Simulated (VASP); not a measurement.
# SnO (P4/nmm) in VASP: further runs

SnO is run at these levels: PBEsol+D3(BJ); tasks: relaxation of shape and atoms at fixed volume.

Program: VASP 6.6.1. These are calculated values, not measurements. Logs are shortened: lines on timing, memory, paths and dates and some standing lists are left out, and cuts for length are marked.

## (1) The cell of the first run

The structure is tetragonal, space group P4/nmm (No. 129). Conventional cell: a = 3.657 Å, b = 3.657 Å, c = 4.270 Å, α = 90.00°, β = 90.00°, γ = 90.00°. Within 2.9 Å of Sn (site symmetry 4mm) lie 4 O at 2.16 Å. O (site symmetry -4m2) has 4 Sn at 2.16 Å and 4 O at 2.59 Å within 2.9 Å.

## (2) Relaxation of shape and atoms at fixed volume, PBEsol+D3(BJ) (14.27 Å³/atom)

The input, INCAR:

```
SYSTEM = SnO
PREC = Accurate
ENCUT = 600
EDIFF = 1E-6
ISMEAR = 0
SIGMA = 0.1
LREAL = .FALSE.
LASPH = .TRUE.
NELM = 100
ALGO = Normal
ISIF = 4
LWAVE = .FALSE.
LCHARG = .FALSE.
GGA = PS
IVDW = 12
IBRION = 2
NSW = 50
EDIFFG = -0.01
```

The input, KPOINTS:

```
Automatic mesh
0
G
  12 12 10
  0 0 0
```

The input, POSCAR:

```
SnO
1.0
    3.6566078540      0.0000000000      0.0000000000
    0.0000000000      3.6566078540      0.0000000000
    0.0000000000      0.0000000000      4.2696635840
Sn O
2 2
Direct
    0.5000000000      0.0000000000      0.2691032098
    0.0000000000      0.5000000000      0.7308967902
    0.0000000000      0.0000000000      0.0000000000
    0.5000000000      0.5000000000      0.0000000000
```

Potentials or basis: VASP PAW PBE potentials, release 64 (Sn_d, O).

On the command line:

```bash
cat potpaw_PBE.64/Sn_d/POTCAR potpaw_PBE.64/O/POTCAR > POTCAR
mpirun -np 1 vasp_std > vasp.out
```

OUTCAR:

```text
SYSTEM = SnO
   PREC = Accurate
   ENCUT = 600
   EDIFF = 1E-6
   ISMEAR = 0
   LREAL = .FALSE.
   LASPH = .TRUE.
   NELM = 100
   ISIF = 4
   GGA = PS
   IVDW = 12
   IBRION = 2
   NSW = 50
   EDIFFG = -0.01
 IVDW          = 12

 ion  position               nearest neighbor table
   1  0.500  0.000  0.269-   3 2.16   4 2.16   4 2.16   3 2.16   2 3.25   2 3.25   2 3.25   2 3.25
                             2 3.46   2 3.46   2 3.46   2 3.46
   2  0.000  0.500  0.731-   3 2.16   4 2.16   3 2.16   4 2.16   1 3.25   1 3.25   1 3.25   1 3.25
                             1 3.46   1 3.46   1 3.46   1 3.46
   3  0.000  0.000  0.000-   1 2.16   2 2.16   2 2.16   1 2.16
   4  0.500  0.500  0.000-   1 2.16   2 2.16   1 2.16   2 2.16

  LATTYP: Found a simple tetragonal cell.
 ALAT       =     3.6566078540
 C/A-ratio  =     1.1676569527

  Lattice vectors:

 A1 = (   3.6566078540,   0.0000000000,   0.0000000000)
 A2 = (   0.0000000000,   3.6566078540,   0.0000000000)
 A3 = (   0.0000000000,   0.0000000000,   4.2696635840)

Analysis of symmetry for initial positions (statically):
=====================================================================
 Subroutine PRICEL returns:
 Original cell was already a primitive cell.

 Routine SETGRP: Setting up the symmetry group for a
 simple tetragonal supercell.

 Subroutine GETGRP returns: Found 16 space group operations
 (whereof  8 operations were pure point group operations)
 out of a pool of 16 trial point group operations.

The static configuration has the point symmetry D_2d.
 The point group associated with its full space group is D_4h.

Analysis of symmetry for dynamics (positions and initial velocities):
=====================================================================
 Subroutine PRICEL returns:
 Original cell was already a primitive cell.

 Routine SETGRP: Setting up the symmetry group for a
 simple tetragonal supercell.

 Subroutine GETGRP returns: Found 16 space group operations
 (whereof  8 operations were pure point group operations)
 out of a pool of 16 trial point group operations.

The dynamic configuration has the point symmetry D_2d.
 The point group associated with its full space group is D_4h.

 Subroutine INISYM returns: Found 16 space group operations
 (whereof  8 operations are pure point group operations),
 and found     1 'primitive' translations

----------------------------------------------------------------------------------------

                                     Primitive cell

  volume of cell :      57.0887

  direct lattice vectors                    reciprocal lattice vectors
     3.656607854  0.000000000  0.000000000     0.273477507  0.000000000  0.000000000
     0.000000000  3.656607854  0.000000000     0.000000000  0.273477507  0.000000000
     0.000000000  0.000000000  4.269663584     0.000000000  0.000000000  0.234210490

  length of vectors
     3.656607854  3.656607854  4.269663584     0.273477507  0.273477507  0.234210490

  position of ions in fractional coordinates (direct lattice)
     0.500000000  0.000000000  0.269103210
     0.000000000  0.500000000  0.730896790
     0.000000000  0.000000000  0.000000000
     0.500000000  0.500000000  0.000000000

  ion indices of the primitive-cell ions
   primitive index   ion index
                 1           1
                 2           2
                 3           3
                 4           4

----------------------------------------------------------------------------------------

 KPOINTS: Automatic mesh

Automatic generation of k-mesh.
 Grid dimensions read from file:
 generate k-points for:   12   12   10

 Generating k-lattice:

  Cartesian coordinates                     Fractional coordinates (reciprocal lattice)
     0.022789792  0.000000000  0.000000000     0.083333333  0.000000000  0.000000000
     0.000000000  0.022789792  0.000000000     0.000000000  0.083333333  0.000000000
     0.000000000  0.000000000  0.023421049     0.000000000  0.000000000  0.100000000

  Length of vectors
     0.022789792  0.022789792  0.023421049

  Shift w.r.t. Gamma in fractional coordinates (k-lattice)
     0.000000000  0.000000000  0.000000000

 Subroutine IBZKPT returns following result:
 ===========================================

 Found    168 irreducible k-points:

 Following reciprocal coordinates:
            Coordinates               Weight
  0.000000  0.000000  0.000000      1.000000
  0.083333  0.000000  0.000000      4.000000
  0.166667  0.000000  0.000000      4.000000
  0.250000  0.000000  0.000000      4.000000
  0.333333  0.000000  0.000000      4.000000
  0.416667  0.000000  0.000000      4.000000
[... 16 lines left out ...]
  0.333333  0.333333  0.000000      4.000000
  0.416667  0.333333  0.000000      8.000000
 [... further k-points ...]
   k-points           NKPTS =    168   k-points in BZ     NKDIM =    168   number of bands    NBANDS=     24
   number of dos      NEDOS =    301   number of ions     NIONS =      4
   total plane-waves  NPLWV =  32400
   dimension x,y,z NGX =    30 NGY =   30 NGZ =   36
   dimension x,y,z NGXF=    60 NGYF=   60 NGZF=   72
   ions per type =               2   2
   NGX,Y,Z   is equivalent  to a cutoff of  13.64, 13.64, 14.02 a.u.
   NGXF,Y,Z  is equivalent  to a cutoff of  27.28, 27.28, 28.03 a.u.
 SYSTEM =  SnO
   PREC   = accura    normal or accurate (medium, high low for compatibility)
   ISTART =      0    job   : 0-new  1-cont  2-samecut
   ICHARG =      2    charge: 1-file 2-atom 10-const
   ISPIN  =      1    spin polarized calculation?
   LNONCOLLINEAR =      F non collinear calculations
   LSORBIT =      F    spin-orbit coupling
   LASPH  =      T    aspherical Exc in radial PAW
   ENCUT  =  600.0 eV  44.10 Ry    6.64 a.u.   7.30  7.30  8.53*2*pi/ulx,y,z
   NELM   =    100;   NELMIN=  2; NELMDL= -5     # of ELM steps
   EDIFF  = 0.1E-05   stopping-criterion for ELM
   LREAL  =      F    real-space projection
   EDIFFG = -.1E-01   stopping-criterion for IOM
   NSW    =     50    number of steps for IOM
   IBRION =      2    ionic relax: 0-MD 1-quasi-New 2-CG
   NFREE  =      1    steps in history (QN), initial steepest desc. (CG)
   ISIF   =      4    stress and relaxation
   ISYM   =      2    0-nonsym 1-usesym 2-fastsym
   POTIM  = 0.5000    time-step for ionic-motion
   TEBEG  =    0.0;   TEEND  =   0.0 temperature during run
   PSTRESS=    0.0 pullay stress
   NELECT =      40.0000    total number of electrons
   NUPDOWN=      -1.0000    fix difference up-down
   EMIN   =  10.00;   EMAX   =-10.00  energy-range for DOS
   EFERMI =   0.00;   METHOD = LEGACY
   ISMEAR =     0;   SIGMA  =   0.10  broadening in eV -4-tet -1-fermi 0-gaus
   EFERMI_NEDOS =   21; number of points for ismear=-14 and -15
   IALGO  =     38    algorithm
   IMIX   =      4    mixing-type and parameters
     AMIX     =   0.40;   BMIX     =  1.00
     AMIX_MAG =   1.60;   BMIX_MAG =  1.00
  volume/ion in A,a.u.               =      14.27        96.31
  Fermi-wavevector in a.u.,A,eV,Ry     =   1.454046  2.747748 28.766097  2.114249
  Thomas-Fermi vector in A             =   2.571242
   LORBIT       =      0    0 simple, 1 ext, 2 COOP (PROOUT), +10 PAW based schemes
   GGA     = PS    functional components
   LHFCALC =     F    Hartree Fock is set to
   AEXX    =    0.0000 exact exchange contribution
   IVDW    =    12    specifies the selected vdW correction
   LEPSILON=     F    determine dielectric tensor
   LRPA    =     F    only Hartree local field effects (RPA)
 conjugate gradient relaxation of ions
 non-spin polarized calculation
 Gauss-broadening in eV      SIGMA  =   0.10
  energy-cutoff  :      600.00
  volume of cell :       57.09
 maximum number of plane-waves:      1953
 NGX is ok and might be reduce to    30
   NGX = 15   NGY = 15   NGZ = 17

--------------------------------------- Ionic step        1  -------------------------------------------

 number of electron      39.9999985 magnetization

 Free energy of the ion-electron system (eV)
  ---------------------------------------------------
  ext. energy  EPLUGINS =         0.00000000
  ---------------------------------------------------
  free energy    TOTEN  =       -23.84701489 eV

  energy without entropy =      -23.84484654  energy(sigma->0) =      -23.84593071

------------------------ aborting loop because EDIFF is reached ----------------------------------------

 Edisp (eV)   -1.06626

 E8    (eV) :    -0.7063

  FORCE on cell =-STRESS in cart. coord.  units (eV):
  Direction    XX          YY          ZZ          XY          YZ          ZX
  --------------------------------------------------------------------------------------
  -------------------------------------------------------------------------------------
  Total       4.15191     4.15191     4.00324     0.00000     0.00000     0.00000
  in kB     116.52208   116.52208   112.34964     0.00000     0.00000     0.00000
  external pressure =      115.13 kB  Pullay stress =        0.00 kB
[... 149 lines left out ...]
  energy  without entropy=      -24.9252775366  energy(sigma->0) =      -24.92657998

--------------------------------------- Ionic step        5  -------------------------------------------

 number of electron      39.9999981 magnetization

 Free energy of the ion-electron system (eV)
  ---------------------------------------------------
  ext. energy  EPLUGINS =         0.00000000
  ---------------------------------------------------
  free energy    TOTEN  =       -23.86184118 eV

  energy without entropy =      -23.85954108  energy(sigma->0) =      -23.86069113

 E-fermi :   9.7205     XC(G=0): -11.6678

 val. band max:        9.6962080008   @ k =   0.1667   0.0833   0.0000
 cond. band min:       9.7725247198   @ k =   0.4167   0.3333   0.0000
 fundamental gap:      0.0763167189
 Fermi energy:         9.7204692540

 k-point     1 :       0.0000    0.0000    0.0000
  band No.  band energies     occupation
      1     -12.6676      2.00000
      2     -12.1148      2.00000
      3     -12.1148      2.00000
      4     -12.0523      2.00000
      5     -12.0361      2.00000
      6     -12.0331      2.00000
[... 637 lines left out ...]
     23      14.5831      0.00000
     24      14.7323      0.00000

 [... further k-points ...]

------------------------ aborting loop because EDIFF is reached ----------------------------------------

 Edisp (eV)   -1.06638

 E8    (eV) :    -0.7064

  FORCE on cell =-STRESS in cart. coord.  units (eV):
  Direction    XX          YY          ZZ          XY          YZ          ZX
  --------------------------------------------------------------------------------------
  -------------------------------------------------------------------------------------
  Total       3.32783     3.32783     3.36210     0.00000    -0.00000     0.00000
  in kB      93.39440    93.39440    94.35624     0.00000    -0.00000     0.00000
  external pressure =       93.72 kB  Pullay stress =        0.00 kB
[... 19 lines left out ...]
  FREE ENERGIE OF THE ION-ELECTRON SYSTEM (eV)
  ---------------------------------------------------
  free  energy   TOTEN  =       -24.9282240414 eV

  energy  without entropy=      -24.9259239452  energy(sigma->0) =      -24.92707399

 reached required accuracy - stopping structural energy minimisation
```

Wall time 6.5 min (1 thread of AMD EPYC 9R14 (Zen 4), shared host); peak memory 0.34 GiB.

Results:

| Quantity | Value |
| --- | --- |
| Free energy | -24.9282 eV |
| Energy gained by relaxing | 3.7 meV/atom |
| Ionic steps | 5 |
| Pressure after relaxing | 9.4 GPa |
| Largest force after relaxing | 0.009 eV/Å |
| Band gap on the k mesh | zero (bands 20 and 21 overlap by 1.29 eV) |
| Dispersion energy per atom | -0.267 eV |

Forces on the atoms (eV/Å):
```
Sn   0.000  0.000  0.009
Sn   0.000  0.000 -0.009
O    0.000  0.000  0.000
O    0.000  0.000  0.000
```

Step by step:
```csv
step,energy change (eV),largest force (eV/Å),pressure (GPa),volume (Å³)
1,0.0000,0.5697,11.51,57.09
2,-0.0137,0.0797,9.28,57.09
3,-0.0139,0.0062,9.49,57.09
4,-0.0146,0.0006,9.42,57.09
5,-0.0149,0.0095,9.37,57.09
```

Final structure:
```cif
data_structure
_symmetry_space_group_name_H-M 'P 1'
_symmetry_Int_Tables_number 1
_cell_length_a 3.6714
_cell_length_b 3.6714
_cell_length_c 4.2354
_cell_angle_alpha 90.000
_cell_angle_beta 90.000
_cell_angle_gamma 90.000
_cell_volume 57.09
loop_
_atom_site_label
_atom_site_type_symbol
_atom_site_fract_x
_atom_site_fract_y
_atom_site_fract_z
_atom_site_occupancy
Sn1 Sn 0.50000 0.00000 0.27508 1
Sn2 Sn 0.00000 0.50000 0.72492 1
O1 O 0.00000 0.00000 0.00000 1
O2 O 0.50000 0.50000 0.00000 1
```

Levels at points of the mesh, in eV from the Fermi level:
| k point | band 17 | band 18 | band 19 | band 20 | band 21 | band 22 | band 23 | band 24 |
| --- | --- | --- | --- | --- | --- | --- | --- | --- |
| (0.00, 0.00, 0.00) | -3.93 | -3.45 | -3.45 | 0.16 | 3.18 | 3.99 | 3.99 | 6.33 |
| (0.50, 0.00, 0.00) | -5.40 | -5.40 | -3.44 | -3.44 | 4.19 | 4.19 | 5.77 | 5.77 |
| (0.50, 0.50, 0.00) | -2.74 | -2.74 | -2.08 | -2.08 | -1.12 | -1.12 | 4.67 | 4.67 |
| (0.00, 0.00, 0.50) | -3.47 | -3.47 | -2.45 | -1.60 | 1.79 | 1.79 | 1.88 | 3.17 |
| (0.50, 0.00, 0.50) | -5.27 | -5.27 | -1.95 | -1.95 | 3.55 | 3.55 | 4.83 | 4.83 |
| (0.50, 0.50, 0.50) | -3.68 | -3.68 | -2.74 | -2.74 | 1.97 | 1.97 | 5.61 | 5.61 |

Caveat: the PAW data sets were made with another functional, which shifts forces and pressure a little; spin-orbit coupling is left out, which moves the levels of the heavy elements.

## (3) Relaxation of shape and atoms at fixed volume, PBEsol+D3(BJ) (14.76 Å³/atom)

This run uses another cell than the first one, of 14.76 Å³/atom.

The input, INCAR:

```
ALGO = Normal
EDIFF = 1E-6
EDIFFG = -0.01
ENCUT = 600
GGA = PS
IBRION = 2
ISIF = 4
ISMEAR = 0
IVDW = 12
LASPH = T
LCHARG = F
LREAL = F
LWAVE = F
NELM = 100
NSW = 50
PREC = Accurate
SIGMA = 0.1
```

The input, KPOINTS:

```
k-points
0
Gamma
  12 12 10
```

The input, POSCAR:

```
SnO
1.0
    3.6827246105      0.0000000000      0.0000000000
    0.0000000000      3.6827246105      0.0000000000
    0.0000000000      0.0000000000      4.3528195642
Sn O
2 2
Direct
    0.5000000000      0.0000000000      0.2640258750
    0.0000000000      0.5000000000      0.7359741250
    0.0000000000      0.0000000000      0.0000000000
    0.5000000000      0.5000000000      0.0000000000
```

Potentials or basis: VASP PAW PBE potentials, release 64 (Sn_d, O).

On the command line:

```bash
cat potpaw_PBE.64/Sn_d/POTCAR potpaw_PBE.64/O/POTCAR > POTCAR
mpirun -np 1 vasp_std > vasp.out
```

Wall time 6.5 min (1 thread of AMD EPYC 9R14 (Zen 4), shared host); peak memory 0.34 GiB.

The run converged. Its results:

```
Free energy                  : -25.0243 eV
Energy gained by relaxing    : 3.8 meV/atom
Ionic steps                  : 5
Pressure after relaxing      : 6.1 GPa
Largest force after relaxing : 0.008 eV/Å
Band gap on the k mesh       : zero (bands 20 and 21 overlap by 1.09 eV)
Dispersion energy per atom   : -0.257 eV
```

Forces on the atoms (eV/Å):
```
Sn   0.000  0.000  0.008
Sn   0.000  0.000 -0.008
O    0.000  0.000  0.000
O    0.000  0.000  0.000
```

Step by step:
| step | energy change (eV) | largest force (eV/Å) | pressure (GPa) | volume (Å³) |
| --- | --- | --- | --- | --- |
| 1 | 0.0000 | 0.5511 | 8.20 | 59.03 |
| 2 | -0.0135 | 0.0574 | 6.15 | 59.03 |
| 3 | -0.0136 | 0.0084 | 6.27 | 59.03 |
| 4 | -0.0146 | 0.0018 | 6.19 | 59.03 |
| 5 | -0.0150 | 0.0078 | 6.08 | 59.03 |

Final structure:
```cif
data_structure
_symmetry_space_group_name_H-M 'P 1'
_symmetry_Int_Tables_number 1
_cell_length_a 3.6981
_cell_length_b 3.6981
_cell_length_c 4.3168
_cell_angle_alpha 90.000
_cell_angle_beta 90.000
_cell_angle_gamma 90.000
_cell_volume 59.03
loop_
_atom_site_label
_atom_site_type_symbol
_atom_site_fract_x
_atom_site_fract_y
_atom_site_fract_z
_atom_site_occupancy
Sn1 Sn 0.50000 0.00000 0.26998 1
Sn2 Sn 0.00000 0.50000 0.73002 1
O1 O 0.00000 0.00000 0.00000 1
O2 O 0.50000 0.50000 0.00000 1
```

Levels at points of the mesh, in eV from the Fermi level:
| k point | band 17 | band 18 | band 19 | band 20 | band 21 | band 22 | band 23 | band 24 |
| --- | --- | --- | --- | --- | --- | --- | --- | --- |
| (0.00, 0.00, 0.00) | -3.84 | -3.39 | -3.39 | 0.13 | 2.97 | 4.06 | 4.06 | 6.04 |
| (0.50, 0.00, 0.00) | -5.28 | -5.28 | -3.33 | -3.33 | 4.00 | 4.00 | 5.76 | 5.76 |
| (0.50, 0.50, 0.00) | -2.69 | -2.69 | -2.05 | -2.05 | -0.95 | -0.95 | 4.60 | 4.60 |
| (0.00, 0.00, 0.50) | -3.41 | -3.41 | -2.41 | -1.88 | 1.84 | 1.96 | 1.96 | 3.24 |
| (0.50, 0.00, 0.50) | -5.17 | -5.17 | -1.92 | -1.92 | 3.36 | 3.36 | 4.90 | 4.90 |
| (0.50, 0.50, 0.50) | -3.52 | -3.52 | -2.69 | -2.69 | 1.99 | 1.99 | 5.32 | 5.32 |

Caveat: the PAW data sets were made with another functional, which shifts forces and pressure a little; spin-orbit coupling is left out, which moves the levels of the heavy elements.

The gap in the log of VASP goes by the Fermi energy; the results here count the filled bands.